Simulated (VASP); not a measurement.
# La (Im-3m) in VASP: further runs

Runs on La. Level: r2SCAN. Tasks: single point.

All numbers are computed with VASP 6.6.1; they aren't measurements. Logs are shortened: lines on timing, memory, paths and dates and some standing lists are left out, and cuts for length are marked.

### Step 1. The cell of the first run

It takes space group Im-3m (No. 229, cubic). The conventional cell has a = 4.195 Å, b = 4.195 Å, c = 4.195 Å, α = 90.00°, β = 90.00°, γ = 90.00°. Within 4.8 Å of La (site symmetry m-3m) lie 14 La at 3.63 to 4.20 Å.

This isn't the form of La at room conditions, which is double hcp.

### Step 2. Single point, r2SCAN (36.92 Å³/atom)

The input, POSCAR:

```
La
1.0
   -2.0976438845      2.0976438845      2.0976438845
    2.0976438845     -2.0976438845      2.0976438845
    2.0976438845      2.0976438845     -2.0976438845
La
1
Direct
    0.0000000000      0.0000000000      0.0000000000
```

The input, INCAR.step1:

```
SYSTEM = La
PREC = Accurate
ENCUT = 520
ISMEAR = -1
SIGMA = 0.1
LREAL = .False.
LASPH = .True.
NELM = 100
NBANDS = 12
GGA = PE
ALGO = Normal
EDIFF = 1E-4
LWAVE = .True.
LCHARG = .False.
```

The input, INCAR.step2:

```
SYSTEM = La
PREC = Accurate
ENCUT = 520
EDIFF = 1E-7
ISMEAR = -1
SIGMA = 0.1
LREAL = .False.
LASPH = .True.
NELM = 100
ALGO = Normal
ISIF = 2
LWAVE = .False.
LCHARG = .True.
METAGGA = R2SCAN
LMIXTAU = .True.
LELF = .True.
LVHAR = .True.
NBANDS = 12
ISTART = 1
```

The input, KPOINTS:

```
regular mesh
0
Gamma
  12 12 12
  0 0 0
```

Potentials or basis: VASP PAW PBE potentials, release 64 (La).

Command:

```console
$ cat potpaw_PBE.64/La/POTCAR > POTCAR
$ cp INCAR.step1 INCAR
$ mpirun -np 1 vasp_std > vasp.out
$ cp INCAR.step2 INCAR
$ mpirun -np 1 vasp_std > vasp.out
```

OUTCAR:

```text
SYSTEM = La
   PREC = Accurate
   ENCUT = 520
   EDIFF = 1E-7
   ISMEAR = -1
   LREAL = .False.
   LASPH = .True.
   NELM = 100
   ISIF = 2
   METAGGA = R2SCAN
   ISTART = 1

 ion  position               nearest neighbor table
   1  0.000  0.000  0.000-

  LATTYP: Found a body centered cubic cell.
 ALAT       =     4.1952877690

  Lattice vectors:

 A1 = (  -2.0976438845,   2.0976438845,   2.0976438845)
 A2 = (   2.0976438845,  -2.0976438845,   2.0976438845)
 A3 = (   2.0976438845,   2.0976438845,  -2.0976438845)

Analysis of symmetry for initial positions (statically):
=====================================================================
 Subroutine PRICEL returns:
 Original cell was already a primitive cell.

 Routine SETGRP: Setting up the symmetry group for a
 body centered cubic supercell.

 Subroutine GETGRP returns: Found 48 space group operations
 (whereof 48 operations were pure point group operations)
 out of a pool of 48 trial point group operations.

The static configuration has the point symmetry O_h .

Analysis of symmetry for dynamics (positions and initial velocities):
=====================================================================
 Subroutine PRICEL returns:
 Original cell was already a primitive cell.

 Routine SETGRP: Setting up the symmetry group for a
 body centered cubic supercell.

 Subroutine GETGRP returns: Found 48 space group operations
 (whereof 48 operations were pure point group operations)
 out of a pool of 48 trial point group operations.

The dynamic configuration has the point symmetry O_h .

 Subroutine INISYM returns: Found 48 space group operations
 (whereof 48 operations are pure point group operations),
 and found     1 'primitive' translations

----------------------------------------------------------------------------------------

                                     Primitive cell

  volume of cell :      36.9195

  direct lattice vectors                    reciprocal lattice vectors
    -2.097643885  2.097643885  2.097643885     0.000000000  0.238362671  0.238362671
     2.097643885 -2.097643885  2.097643885     0.238362671  0.000000000  0.238362671
     2.097643885  2.097643885 -2.097643885     0.238362671  0.238362671  0.000000000

  length of vectors
     3.633225784  3.633225784  3.633225784     0.337095723  0.337095723  0.337095723

  position of ions in fractional coordinates (direct lattice)
     0.000000000  0.000000000  0.000000000

  ion indices of the primitive-cell ions
   primitive index   ion index
                 1           1

[... 78 lines left out ...]
   ISYM   =      2    0-nonsym 1-usesym 2-fastsym
   POTIM  = 0.5000    time-step for ionic-motion
   TEBEG  =    0.0;   TEEND  =   0.0 temperature during run
   PSTRESS=    0.0 pullay stress
   NELECT =      11.0000    total number of electrons
   NUPDOWN=      -1.0000    fix difference up-down
   EMIN   =  10.00;   EMAX   =-10.00  energy-range for DOS
   EFERMI =   0.00;   METHOD = LEGACY
   ISMEAR =    -1;   SIGMA  =   0.10  broadening in eV -4-tet -1-fermi 0-gaus
   EFERMI_NEDOS =   21; number of points for ismear=-14 and -15
   IALGO  =     38    algorithm
   IMIX   =      4    mixing-type and parameters
     AMIX     =   0.40;   BMIX     =  1.00
     AMIX_MAG =   1.60;   BMIX_MAG =  1.00
  volume/ion in A,a.u.               =      36.92       249.14
  Fermi-wavevector in a.u.,A,eV,Ry     =   1.093421  2.066266 16.266702  1.195569
  Thomas-Fermi vector in A             =   2.229706
   LORBIT       =      0    0 simple, 1 ext, 2 COOP (PROOUT), +10 PAW based schemes
   METAGGA = R2SCAN    functional components
   LHFCALC =     F    Hartree Fock is set to
   AEXX    =    0.0000 exact exchange contribution
   IVDW    =     0    specifies the selected vdW correction
   LEPSILON=     F    determine dielectric tensor
   LRPA    =     F    only Hartree local field effects (RPA)
 non-spin polarized calculation
  energy-cutoff  :      520.00
  volume of cell :       36.92
 maximum number of plane-waves:      1006
   NGX = 13   NGY = 13   NGZ = 13

 number of electron      11.0000001 magnetization

 Free energy of the ion-electron system (eV)
  ---------------------------------------------------
  ext. energy  EPLUGINS =         0.00000000
  ---------------------------------------------------
  free energy    TOTEN  =       -29.66192126 eV

  energy without entropy =      -29.58292787  energy(sigma->0) =      -29.62242456

 E-fermi :   8.0575     XC(G=0): -10.2586

 val. band max:        8.0571738111   @ k =   0.2500   0.1667   0.0000
 cond. band min:       8.0629963577   @ k =   0.1667   0.1667   0.0833
 fundamental gap:      0.0058225466
 Fermi energy:         8.0575015504

 k-point     1 :       0.0000    0.0000    0.0000
  band No.  band energies     occupation
      1     -26.0601      2.00000
      2      -8.5487      2.00000
      3      -8.5487      2.00000
      4      -8.5487      2.00000
      5       4.6861      2.00000
      6       9.7536      0.00000
      7       9.7536      0.00000
      8       9.7536      0.00000
      9       9.8325      0.00000
     10       9.8325      0.00000
     11       9.8325      0.00000
     12      10.6578      0.00000
[... 331 lines left out ...]
 k-point    24 :       0.4167    0.0833    0.0833
  band No.  band energies     occupation
      1     -25.8233      2.00000
      2      -9.9162      2.00000
      3      -9.0732      2.00000
      4      -8.6785      2.00000
      5       6.5982      2.00000
      6       7.9013      1.65325
      7       9.7576      0.00000
      8       9.9786      0.00000
      9      10.2452      0.00000
     10      10.4849      0.00000
     11      10.5108      0.00000
     12      10.5860      0.00000

 [... further k-points ...]

------------------------ aborting loop because EDIFF is reached ----------------------------------------

  FORCE on cell =-STRESS in cart. coord.  units (eV):
  Direction    XX          YY          ZZ          XY          YZ          ZX
  --------------------------------------------------------------------------------------
  -------------------------------------------------------------------------------------
  Total        0.2664076      0.2664076      0.2664076     -0.0000000     -0.0000000      0.0000000
  in kB       11.5611718     11.5611718     11.5611718     -0.0000000     -0.0000000      0.0000000
  external PRESSURE =      11.5611718 kB  Pullay stress =       0.0000000 kB

 VOLUME and BASIS-vectors are now :
 -----------------------------------------------------------------------------
  energy-cutoff  :      520.00
  volume of cell :       36.92
      direct lattice vectors                 reciprocal lattice vectors
    -2.097643885  2.097643885  2.097643885     0.000000000  0.238362671  0.238362671
     2.097643885 -2.097643885  2.097643885     0.238362671  0.000000000  0.238362671
     2.097643885  2.097643885 -2.097643885     0.238362671  0.238362671  0.000000000

 POSITION                                       TOTAL-FORCE (eV/Angst)
 -----------------------------------------------------------------------------------
      0.00000      0.00000      0.00000         0.000000      0.000000     -0.000000
 -----------------------------------------------------------------------------------
    total drift:                                0.000000     -0.000000      0.000000

  FREE ENERGIE OF THE ION-ELECTRON SYSTEM (eV)
  ---------------------------------------------------
  free  energy   TOTEN  =       -29.6619212555 eV

  energy  without entropy=      -29.5829278662  energy(sigma->0) =      -29.62242456
```

OSZICAR.step1:

```text
N       E                     dE             d eps       ncg     rms          rms(c)
DAV:   1     0.952179106670E+02    0.95218E+02   -0.37579E+03  1760   0.114E+03
DAV:   2     0.957481702613E+00   -0.94260E+02   -0.90354E+02  2264   0.179E+02
DAV:   3    -0.455647403874E+01   -0.55140E+01   -0.52839E+01  2436   0.730E+01
DAV:   4    -0.480286118323E+01   -0.24639E+00   -0.24307E+00  3288   0.105E+01
DAV:   5    -0.480941490851E+01   -0.65537E-02   -0.65450E-02  2900   0.181E+00    0.214E+00
DAV:   6    -0.479824517067E+01    0.11170E-01   -0.11700E-02  3284   0.884E-01    0.128E+00
DAV:   7    -0.479760266409E+01    0.64251E-03   -0.41968E-02  2292   0.158E+00    0.205E-01
DAV:   8    -0.479848333311E+01   -0.88067E-03   -0.21641E-03  3360   0.326E-01    0.218E-01
DAV:   9    -0.479824715409E+01    0.23618E-03   -0.18005E-04  3196   0.131E-01    0.249E-01
DAV:  10    -0.477865274934E+01    0.19594E-01   -0.11174E-01  2248   0.271E+00    0.110E+00
DAV:  11    -0.480099773537E+01   -0.22345E-01   -0.20153E-01  2184   0.413E+00    0.456E-01
DAV:  12    -0.480162525629E+01   -0.62752E-03   -0.16008E-02  3176   0.948E-01    0.452E-02
DAV:  13    -0.480167028825E+01   -0.45032E-04   -0.26823E-04  2292   0.108E-01
   1 F= -.48016703E+01 E0= -.47591897E+01  d E =-.849611E-01
```

It took 1.8 min on 1 thread of Intel Xeon Platinum 8488C (Sapphire Rapids), shared host; peak memory 0.2 GiB.

Results:

| Property | Result |
| --- | --- |
| Free energy | -29.6619 eV |
| Pressure | 1.2 GPa |
| Band gap on the k mesh | zero (an odd number of electrons rules out a gap without spin polarisation) |

Levels at points of the mesh, in eV from the Fermi level:
```csv
k point,band 2,band 3,band 4,band 5,band 6,band 7,band 8,band 9,band 10,band 11
"(0.00, 0.00, 0.00)",-16.61,-16.61,-16.61,-3.37,1.70,1.70,1.70,1.77,1.77,1.77
"(0.50, 0.00, 0.00)",-18.06,-17.05,-16.63,-1.94,-0.13,1.76,1.77,2.19,2.46,2.46
"(0.50, 0.50, 0.50)",-17.56,-17.56,-17.56,-2.17,-2.17,1.98,2.14,2.14,2.14,2.66
```

Caveat: the PAW data sets were made with another functional, which shifts forces and pressure a little; spin-orbit coupling is left out, which moves the levels of the heavy elements.

(Continued in part 2 of 2.)
